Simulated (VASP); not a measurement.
Input of a VASP 6.6.1 run:

INCAR

```
PREC = Accurate
ENCUT = 520
EDIFF = 1E-6
ISMEAR = -1
SIGMA = 0.1
LREAL = Auto
LASPH = True
NELM = 100
ALGO = Normal
ISIF = 2
LWAVE = False
LCHARG = True
GGA = PE
IVDW = 12
LELF = True
LVHAR = True
NBANDS = 46
```

KPOINTS

```
regular mesh
0
Gamma
  3 3 1
```

Contents of POSCAR:

```
Al
1.0
    5.7275650000      0.0000000000      0.0000000000
    0.0000000000      5.7275650000      0.0000000000
    0.0000000000      0.0000000000     21.1000000000
Al
20
Direct
    0.0000000000      0.0000000000      0.0473933649
    0.5000030554      0.0000000000      0.0473933649
    0.0000000000      0.5000030554      0.0473933649
    0.5000030554      0.5000030554      0.0473933649
    0.2436637559      0.2231838486      0.1325829384
    0.7489046392      0.2433145674      0.1373033175
    0.2280899475      0.7444699449      0.1397582938
    0.7177919413      0.7513664184      0.1453649289
    0.0219814179     -0.0230115241      0.2277867299
    0.5121722757      0.0034395070      0.2309004739
   -0.0319332910      0.4432250005      0.2388578199
    0.4672317119      0.4857037851      0.2293270142
    0.2773604490      0.2711972714      0.3310900474
    0.7503537716      0.2478889371      0.3456066351
    0.2822665478      0.8037097789      0.3209289100
    0.7711304891      0.7734176740      0.3147535545
    0.0311650763      0.0235003880      0.4306540284
    0.5007014325      0.0813434679      0.4457440758
    0.0539845467      0.5359694739      0.4179857820
    0.5081740670      0.6103291713      0.4174644550
```

Potentials or basis: VASP PAW PBE potentials, release 64 (Al).

The run is started by

```console
$ cat potpaw_PBE.64/Al/POTCAR > POTCAR
$ mpirun -np 1 vasp_std > vasp.out
```

Q: Predict the largest force.

A: 1.115 eV/Å.

Q: Estimate the band gap on the k mesh.

A: Zero (band 30 reaches 1.65 eV, above the bottom of band 31 at 1.37 eV).

Q: Estimate the dispersion energy per atom.

A: -0.260 eV.

Forces on the atoms (eV/Å):
```
Al  -0.365 -0.333 -0.480
Al   0.142 -0.321 -0.402
Al  -0.214  0.128 -0.155
Al   0.067  0.140 -0.041
Al   0.082  0.806  0.631
Al  -0.031  0.305  0.098
Al   0.163 -0.649 -0.235
Al   0.642 -0.598 -0.534
Al  -0.376  0.480  0.328
Al  -0.055  0.639  0.087
Al   0.240  0.424 -0.108
Al   0.216 -0.031  0.253
Al  -0.221  0.138  0.135
Al   0.282  0.468 -0.372
Al  -0.463 -0.627  0.667
Al   0.045 -0.532  0.979
Al  -0.177 -0.160 -0.396
Al   0.021  0.103 -0.605
Al  -0.681  0.141 -0.053
Al   0.683 -0.520  0.202
```

Caveat: the k points lie up to 0.37 Å⁻¹ apart.
